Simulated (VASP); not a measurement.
A run of VASP 6.6.1:

The input INCAR:

```
SYSTEM = ZnS
PREC = Accurate
ENCUT = 520
EDIFF = 1E-6
ISMEAR = 0
SIGMA = 0.05
LREAL = .FALSE.
LASPH = .TRUE.
NELM = 100
ALGO = Normal
ISIF = 2
LWAVE = .FALSE.
LCHARG = .TRUE.
GGA = PE
LELF = .TRUE.
LVHAR = .TRUE.
NBANDS = 16
```

Contents of KPOINTS:

```
Automatic mesh
0
G
  12 12 12
  0 0 0
```

File POSCAR:

```
ZnS
1.0
    0.0000000000      2.3689375834      2.3689375834
    2.3689375834      0.0000000000      2.3689375834
    2.3689375834      2.3689375834      0.0000000000
S Zn
1 1
Direct
    0.0000000000      0.0000000000      0.0000000000
    0.5000000000      0.5000000000      0.5000000000
```

Potentials or basis: VASP PAW PBE potentials, release 64 (S, Zn).

The run is started by

```console
$ cat potpaw_PBE.64/S/POTCAR potpaw_PBE.64/Zn/POTCAR > POTCAR
$ mpirun -np 1 vasp_std > vasp.out
```

Hardware: 1 thread of Intel(R) Xeon(R) Platinum 8259CL CPU @ 2.50GHz (Skylake/Cascade Lake), with other jobs on the host.

Problem. How long does it take, and how much memory?

Solution. Wall time 39 s on 1 thread of Intel(R) Xeon(R) Platinum 8259CL CPU @ 2.50GHz (Skylake/Cascade Lake), with other jobs on the host, peak memory 0.17 GiB. Counts: scf iterations 13, k points 72.
